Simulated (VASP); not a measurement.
# Si16O33 (a cell with a defect) in VASP: single point with PBE

Aim: the single point of Si16O33 (a cell with a defect) with PBE.

Everything below comes from runs of VASP 6.6.1. Logs are shortened: lines on timing, memory, paths and dates and some standing lists are left out, and cuts for length are marked.

### Step 1. The cell of the first run

The cell holds a defect, 49 atoms: a = 8.622 Å, b = 8.622 Å, c = 6.952 Å, α = 88.95°, β = 88.95°, γ = 90.05°.

### Step 2. Single point, PBE, collinear spin

Contents of INCAR:

```
SYSTEM = Si16O33
PREC = Accurate
ENCUT = 520
EDIFF = 1E-7
ISMEAR = -1
SIGMA = 0.02
LREAL = Auto
LASPH = .TRUE.
NELM = 150
ALGO = Normal
ISIF = 2
LWAVE = .FALSE.
LCHARG = .FALSE.
ISPIN = 2
MAGMOM = 0 0 0 0 0 0 0 0 0 0 0 0 0 0 0 0 0 0 0 0 0 0 0 0 0 0 0 0 0 0 0 0 0 0 0 0 0 0 0 0 0 0 0 0 0 0 0 0 1
LORBIT = 11
GGA = PE
NBANDS = 165
```

Contents of KPOINTS:

```
regular mesh
0
G
  1 1 2
  0 0 0
```

Contents of POSCAR:

```
Si16O33
1.0
    0.1586610000      6.0993000000      6.0923650000
    0.1586610000     -6.0993000000      6.0923650000
    6.9520000000      0.0000000000      0.0000000000
Si O
16 33
Direct
    0.1629040725      0.8904989162      0.6518457116
    0.3595963235      0.0702521015      0.1091705864
    0.3381295133      0.6081155399      0.8523441887
    0.1403154413      0.4216712887      0.3840128104
    0.3531574019      0.1848872971      0.5179203120
    0.5696415181      0.3799227145      0.7411643989
    0.1485039595      0.3102128971      0.9783753413
    0.9294531195      0.1194377854      0.7569232936
    0.6673465975      0.3961916134      0.1535494563
    0.8589727927      0.5553323619      0.6085295428
    0.8293022764      0.1043860456      0.3475141446
    0.6444713559      0.9414534864      0.8813403457
    0.8813379845      0.6700242846     -0.0042273320
    0.0699571675      0.8775447390      0.2374407902
    0.6224215914      0.8290372202      0.4857136247
    0.4298550070      0.6167123413      0.2668908612
    0.7569210442      0.2528844522      0.2447917021
    0.5200104526     -0.0055256472      0.0402575438
    0.0225012937      0.7226818041      0.1263265596
    0.4487569915      0.7668972445      0.4091948578
    0.5669343282      0.3442053066      0.9710482709
    0.3985888723      0.1766594966      0.2912896611
    0.9353704029      0.1539325296      0.5266799925
    0.1020479718      0.3114266671      0.2049354685
    0.2898349484      0.0182321649      0.5863097142
    0.2399749852      0.9315030389      0.1645875748
    0.2127889907      0.4777658459      0.9161753791
    0.2559792915      0.5616350661      0.3259606876
    0.2807811438      0.1783342207      0.9434849776
    0.0361502339      0.9664303413      0.7999179963
    0.2203298624      0.3163388716      0.5514062495
    0.4628089146      0.5329831089      0.7017874351
    0.2488012092      0.7501666012      0.7563398180
   -0.0215301109      0.4951656883      0.4506521814
    0.5059493806      0.2297341019      0.6339600529
    0.9936606682      0.2703180584      0.8632454775
    0.0717301613      0.8324933676      0.4646494801
    0.9518391635      0.6216348297      0.7885190017
    0.4304727734      0.6640465344      0.0397212320
    0.5574539545      0.8665955037      0.7047101886
    0.8004235745      0.5180230925      0.0876577884
    0.7444535120      0.4132373639      0.6655944223
    0.6856543525      0.9996807780      0.4217750128
    0.7529806323      0.0901332206      0.8284741243
    0.7607725077      0.7028122227      0.5320606438
    0.5468118521      0.4707389696      0.3100540236
    0.7599849980      0.8102549894     -0.0331056680
    0.9420058237      0.0127604081      0.1977776793
    0.6558418976      0.7462041250      0.2502972943
```

Potentials or basis: VASP PAW PBE potentials, release 64 (Si, O).

Run with:

```
cat potpaw_PBE.64/Si/POTCAR potpaw_PBE.64/O/POTCAR > POTCAR
mpirun -np 1 vasp_std > vasp.out
```

OUTCAR:

```text
SYSTEM = Si16O33
   PREC = Accurate
   ENCUT = 520
   EDIFF = 1E-7
   ISMEAR = -1
   LREAL = Auto
   LASPH = .TRUE.
   NELM = 150
   ISIF = 2
   ISPIN = 2
   LORBIT = 11
   GGA = PE

 ion  position               nearest neighbor table
   1  0.163  0.890  0.652-  33 1.59  25 1.61  37 1.62  30 1.63   8 2.91  14 3.01   5 3.14
   2  0.360  0.070  0.109-  18 1.60  26 1.62  22 1.62  29 1.63   7 2.90   5 3.03  14 3.11  12 3.11

   3  0.338  0.608  0.852-  33 1.59  27 1.61  39 1.62  32 1.63   6 2.91  16 3.00   7 3.15
   4  0.140  0.422  0.384-  34 1.60  28 1.61  24 1.62  31 1.63   5 2.90   7 3.00  10 3.10  16 3.10
[... 5 lines left out ...]
   7  0.149  0.310  0.978-  27 1.60  36 1.61  24 1.62  29 1.63   2 2.90   8 2.97   4 3.00   3 3.15

   8  0.929  0.119  0.757-  44 1.61  36 1.61  23 1.62  30 1.64   1 2.91   7 2.97  11 2.99  12 3.00

   9  0.667  0.396  0.154-  17 1.59  41 1.61  21 1.62  46 1.63  16 2.90   6 3.01
  10  0.859  0.555  0.609-  34 1.59  38 1.61  42 1.61  45 1.62  13 2.89   6 3.04   4 3.10
  11  0.829  0.104  0.348-  17 1.59  43 1.60  23 1.62  48 1.63  14 2.95   8 2.99  15 3.10
  12  0.644  0.941  0.881-  40 1.60  18 1.60  44 1.62  47 1.62  15 2.94   8 3.00   2 3.11
  13  0.881  0.670  0.996-  41 1.60  19 1.60  47 1.61  38 1.62  10 2.89  14 2.98
  14  0.070  0.878  0.237-  26 1.61  19 1.61  37 1.62  48 1.63  11 2.95  13 2.98   1 3.01   2 3.11

  15  0.622  0.829  0.486-  43 1.62  45 1.65  40 1.65  20 1.69  49 1.82  16 2.93  12 2.94  11 3.10

  16  0.430  0.617  0.267-  28 1.62  39 1.62  46 1.64  20 1.65  49 2.25   9 2.90  15 2.93   3 3.00
                             4 3.10
  17  0.757  0.253  0.245-   9 1.59  11 1.59
  18  0.520  0.994  0.040-  12 1.60   2 1.60
  19  0.023  0.723  0.126-  13 1.60  14 1.61
  20  0.449  0.767  0.409-  16 1.65  15 1.69
  21  0.567  0.344  0.971-   9 1.62   6 1.62
  22  0.399  0.177  0.291-   2 1.62   5 1.62
[... 25 lines left out ...]
  48  0.942  0.013  0.198-  11 1.63  14 1.63
  49  0.656  0.746  0.250-  15 1.82  16 2.25

  LATTYP: Found a base centered monoclinic cell.
 ALAT       =    12.1888612440
 B/A-ratio  =     1.0007989882
 C/A-ratio  =     0.5703568086
 COS(beta)  =    -0.0260337692

  Lattice vectors:

 A1 = (  -0.1586610000,  -6.0993000000,  -6.0923650000)
 A2 = (  -0.1586610000,   6.0993000000,  -6.0923650000)
 A3 = (   6.9520000000,   0.0000000000,   0.0000000000)

Analysis of symmetry for initial positions (statically):
=====================================================================
 Subroutine PRICEL returns:
 Original cell was already a primitive cell.

 Routine SETGRP: Setting up the symmetry group for a
 base centered monoclinic supercell.

 Subroutine GETGRP returns: Found  1 space group operations
 (whereof  1 operations were pure point group operations)
 out of a pool of  4 trial point group operations.

The static configuration has the point symmetry C_1 .

Analysis of symmetry for dynamics (positions and initial velocities):
=====================================================================
 Subroutine PRICEL returns:
 Original cell was already a primitive cell.

 Routine SETGRP: Setting up the symmetry group for a
 base centered monoclinic supercell.

 Subroutine GETGRP returns: Found  1 space group operations
 (whereof  1 operations were pure point group operations)
 out of a pool of  4 trial point group operations.

The dynamic configuration has the point symmetry C_1 .

Analysis of structural, dynamic, and magnetic symmetry:
=====================================================================
 Subroutine PRICEL returns:
 Original cell was already a primitive cell.

 Routine SETGRP: Setting up the symmetry group for a
 base centered monoclinic supercell.

 Subroutine GETGRP returns: Found  1 space group operations
 (whereof  1 operations were pure point group operations)
 out of a pool of  4 trial point group operations.

The overall configuration has the point symmetry C_1 .

 Subroutine INISYM returns: Found  1 space group operations
 (whereof  1 operations are pure point group operations),
 and found     1 'primitive' translations

----------------------------------------------------------------------------------------

                                     Primitive cell

  volume of cell :     516.6610

  direct lattice vectors                    reciprocal lattice vectors
     0.158661000  6.099300000  6.092365000     0.000000000  0.081976620  0.082069935
     0.158661000 -6.099300000  6.092365000     0.000000000 -0.081976620  0.082069935
[... 146 lines left out ...]
 SYSTEM =  Si16O33
   PREC   = accura    normal or accurate (medium, high low for compatibility)
   ISTART =      0    job   : 0-new  1-cont  2-samecut
   ICHARG =      2    charge: 1-file 2-atom 10-const
   ISPIN  =      2    spin polarized calculation?
   LNONCOLLINEAR =      F non collinear calculations
   LSORBIT =      F    spin-orbit coupling
   LASPH  =      T    aspherical Exc in radial PAW
   ENCUT  =  520.0 eV  38.22 Ry    6.18 a.u.  16.03 16.03 12.93*2*pi/ulx,y,z
   NELM   =    150;   NELMIN=  2; NELMDL= -5     # of ELM steps
   EDIFF  = 0.1E-06   stopping-criterion for ELM
   LREAL  =      T    real-space projection
   EDIFFG = 0.1E-05   stopping-criterion for IOM
   NSW    =      0    number of steps for IOM
   IBRION =     -1    ionic relax: 0-MD 1-quasi-New 2-CG
   NFREE  =      0    steps in history (QN), initial steepest desc. (CG)
   ISIF   =      2    stress and relaxation
   ISYM   =      2    0-nonsym 1-usesym 2-fastsym
   POTIM  = 0.5000    time-step for ionic-motion
   TEBEG  =    0.0;   TEEND  =   0.0 temperature during run
   PSTRESS=    0.0 pullay stress
   NELECT =     262.0000    total number of electrons
   NUPDOWN=      -1.0000    fix difference up-down
   EMIN   =  10.00;   EMAX   =-10.00  energy-range for DOS
   EFERMI =   0.00;   METHOD = LEGACY
   ISMEAR =    -1;   SIGMA  =   0.02  broadening in eV -4-tet -1-fermi 0-gaus
   EFERMI_NEDOS =   21; number of points for ismear=-14 and -15
   IALGO  =     38    algorithm
   IMIX   =      4    mixing-type and parameters
     AMIX     =   0.40;   BMIX     =  1.00
     AMIX_MAG =   1.60;   BMIX_MAG =  1.00
  volume/ion in A,a.u.               =      10.54        71.16
  Fermi-wavevector in a.u.,A,eV,Ry     =   1.305489  2.467017 23.188447  1.704303
  Thomas-Fermi vector in A             =   2.436355
   LORBIT       =     11    0 simple, 1 ext, 2 COOP (PROOUT), +10 PAW based schemes
   GGA     = PE    functional components
   LHFCALC =     F    Hartree Fock is set to
   AEXX    =    0.0000 exact exchange contribution
   IVDW    =     0    specifies the selected vdW correction
   LEPSILON=     F    determine dielectric tensor
   LRPA    =     F    only Hartree local field effects (RPA)
 spin polarized calculation
  energy-cutoff  :      520.00
  volume of cell :      516.66
 maximum number of plane-waves:     13914
   NGX = 33   NGY = 33   NGZ = 25

 number of electron     261.9999983 magnetization       2.0000377

 Free energy of the ion-electron system (eV)
  ---------------------------------------------------
  ext. energy  EPLUGINS =         0.00000000
  ---------------------------------------------------
  free energy    TOTEN  =      -376.93950651 eV

  energy without entropy =     -376.93950651  energy(sigma->0) =     -376.93950651

 E-fermi :   3.4501     XC(G=0): -10.2942

 val. band max:        2.9922914270   @ k =  -0.0000  -0.0000   0.5000
 cond. band min:       4.1882241262   @ k =  -0.0000  -0.0000   0.5000
 fundamental gap:      1.1959326993
 Fermi energy:         3.4500608242

 spin component 1

 k-point     1 :       0.0000    0.0000    0.0000
  band No.  band energies     occupation
      1     -17.1812      1.00000
      2     -16.6190      1.00000
      3     -16.3018      1.00000
      4     -16.2276      1.00000
      5     -16.0061      1.00000
      6     -15.9630      1.00000
[... 281 lines left out ...]
    142      11.9344      0.00000
    143      12.0881      0.00000
 Fermi energy:         3.4500608242

 spin component 2

 k-point     1 :       0.0000    0.0000    0.0000
  band No.  band energies     occupation
      1     -16.9544      1.00000
      2     -16.3591      1.00000
      3     -16.2687      1.00000
      4     -16.0988      1.00000
      5     -15.9758      1.00000
      6     -15.9528      1.00000
[... 281 lines left out ...]
    142      11.9420      0.00000
    143      12.1157      0.00000
 [bands above 143 left out]

------------------------ aborting loop because EDIFF is reached ----------------------------------------

  FORCE on cell =-STRESS in cart. coord.  units (eV):
  Direction    XX          YY          ZZ          XY          YZ          ZX
  --------------------------------------------------------------------------------------
  -------------------------------------------------------------------------------------
  Total       41.9998093     33.9324589     37.3254640     -0.2174037     -0.2545839      1.6801469
  in kB      130.2423524    105.2253178    115.7471027     -0.6741738     -0.7894704      5.2101733
  external PRESSURE =     117.0715910 kB  Pullay stress =       0.0000000 kB

 VOLUME and BASIS-vectors are now :
 -----------------------------------------------------------------------------
  energy-cutoff  :      520.00
  volume of cell :      516.66
      direct lattice vectors                 reciprocal lattice vectors
     0.158661000  6.099300000  6.092365000     0.000000000  0.081976620  0.082069935
     0.158661000 -6.099300000  6.092365000     0.000000000 -0.081976620  0.082069935
     6.952000000  0.000000000  0.000000000     0.143843498  0.000000000 -0.003746058

 POSITION                                       TOTAL-FORCE (eV/Angst)
 -----------------------------------------------------------------------------------
      4.69877     -4.43782      6.41772        -0.030560      0.013775      0.001014
      0.82715      1.76480      2.61879         0.012928      0.069016     -0.001018
      6.07563     -1.64673      5.76487         0.000765     -0.033592     -0.029165
      2.75882     -1.71607      3.42383        -0.007464     -0.094057     -0.050023
      3.68595      1.02633      3.27796         0.038826      0.069516     -0.004430
      5.30323      1.15715      5.78509        -0.053088      0.037409     -0.048002
[... 41 lines left out ...]
      1.52643      5.66775      5.81678        -0.018604      0.016034     -0.006364
      1.96252     -0.55115      8.54178        -0.014481      0.050924     -0.070979
 -----------------------------------------------------------------------------------
    total drift:                               -0.021009      0.011807      0.010297

  FREE ENERGIE OF THE ION-ELECTRON SYSTEM (eV)
  ---------------------------------------------------
  free  energy   TOTEN  =      -376.9395065072 eV

  energy  without entropy=     -376.9395065071  energy(sigma->0) =     -376.93950651

 total charge

# of ion       s       p       d       tot
------------------------------------------
    1        0.646   1.011   0.000   1.657
    2        0.648   1.009   0.000   1.657
    3        0.646   1.010   0.000   1.656
    4        0.651   1.016   0.000   1.667
    5        0.652   1.016   0.000   1.668
    6        0.653   1.010   0.000   1.663
[... 41 lines left out ...]
   48        1.556   3.683   0.000   5.239
   49        1.624   3.205   0.000   4.829
--------------------------------------------------
tot         61.738 137.768   0.000 199.505

 magnetization (x)

# of ion       s       p       d       tot
------------------------------------------
    1       -0.000  -0.000   0.000  -0.000
    2       -0.000   0.000   0.000   0.000
    3       -0.000   0.000   0.000  -0.000
    4        0.000  -0.000   0.000   0.000
    5       -0.000  -0.000   0.000  -0.000
    6        0.000   0.000   0.000   0.000
[... 41 lines left out ...]
   48       -0.000   0.000   0.000   0.000
   49        0.012   1.031   0.000   1.043
--------------------------------------------------
tot          0.019   1.699   0.000   1.718
```

Wall time 15 min (1 thread of Intel Xeon Platinum 8259CL at 2.50GHz (Skylake/Cascade Lake), shared host); peak memory 0.76 GiB.

Results:

```yaml
Free_energy: -376.9395 eV
Pressure: 11.7 GPa
Largest_force: 0.137 eV/Å
Band_gap_on_the_k_mesh: 1.20 eV
Net_moment: 2.00 μB per cell
Site_moments: Si -0.00, +0.00, -0.01 (each value once); O +0.00, +0.01, +0.29, +0.03, +0.02, +0.16, +0.12, +1.04 (each value once) μB
Valence_electrons_inside_the_program's_atomic_spheres: Si 1.66, 1.67, 1.68, 1.60, 1.62 (each value once); O 5.30, 5.28, 5.26, 5.14, 5.25, 5.27, 5.24, 5.23, 5.29, 5.22, 4.83 (each value once)
```

Forces on the atoms (eV/Å):
```
Si  -0.031  0.014  0.001
Si   0.013  0.069 -0.001
Si   0.001 -0.034 -0.029
Si  -0.007 -0.094 -0.050
Si   0.039  0.070 -0.004
Si  -0.053  0.037 -0.048
Si  -0.007 -0.024  0.051
Si  -0.034 -0.073  0.016
Si   0.045  0.115 -0.010
Si  -0.102 -0.032  0.047
Si  -0.021 -0.076  0.019
Si   0.119 -0.063  0.025
Si   0.030  0.078 -0.008
Si  -0.017  0.025 -0.019
Si  -0.011 -0.022  0.064
Si   0.045 -0.027 -0.037
O   -0.019 -0.020 -0.019
O   -0.025  0.027  0.001
O    0.003  0.010  0.012
O   -0.019 -0.003  0.054
O    0.004  0.003  0.007
O    0.013 -0.004 -0.015
O    0.029  0.009 -0.021
O   -0.007  0.016  0.024
O    0.017 -0.027 -0.006
O    0.000  0.013  0.000
O   -0.012 -0.012  0.040
O   -0.024  0.015  0.018
O   -0.009 -0.013 -0.010
O   -0.003  0.021  0.002
O    0.006  0.000  0.024
O    0.002 -0.012 -0.004
O    0.020  0.012 -0.005
O    0.021  0.017  0.018
O   -0.003 -0.007 -0.005
O    0.000  0.023 -0.020
O    0.027 -0.020 -0.019
O    0.007 -0.013  0.019
O   -0.038 -0.018 -0.013
O    0.016  0.026  0.004
O   -0.024 -0.029  0.009
O    0.008 -0.044  0.000
O    0.028 -0.007  0.003
O    0.025  0.026 -0.008
O    0.012 -0.016 -0.025
O    0.015 -0.005  0.022
O   -0.042  0.005 -0.027
O   -0.019  0.016 -0.006
O   -0.014  0.051 -0.071
```

Levels at points of the mesh, in eV from the valence-band top:
Spin up:
```tsv
k point	band 130	band 131	band 132	band 133	band 134	band 135
(0.00, 0.00, 0.00)	-0.25	-0.21	-0.12	6.03	8.23	8.37
(0.00, 0.00, 0.50)	-0.29	-0.14	-0.12	7.27	7.30	8.55
```
Spin down:
| k point | band 126 | band 127 | band 128 | band 129 | band 130 | band 131 | band 132 | band 133 | band 134 | band 135 |
| --- | --- | --- | --- | --- | --- | --- | --- | --- | --- | --- |
| (0.00, 0.00, 0.00) | -0.42 | -0.40 | -0.32 | -0.20 | -0.01 | 1.20 | 1.39 | 6.05 | 8.25 | 8.40 |
| (0.00, 0.00, 0.50) | -0.46 | -0.41 | -0.33 | -0.21 | 0.00 | 1.20 | 1.37 | 7.29 | 7.33 | 8.57 |

Caveat: the k points lie up to 0.73 Å⁻¹ apart.
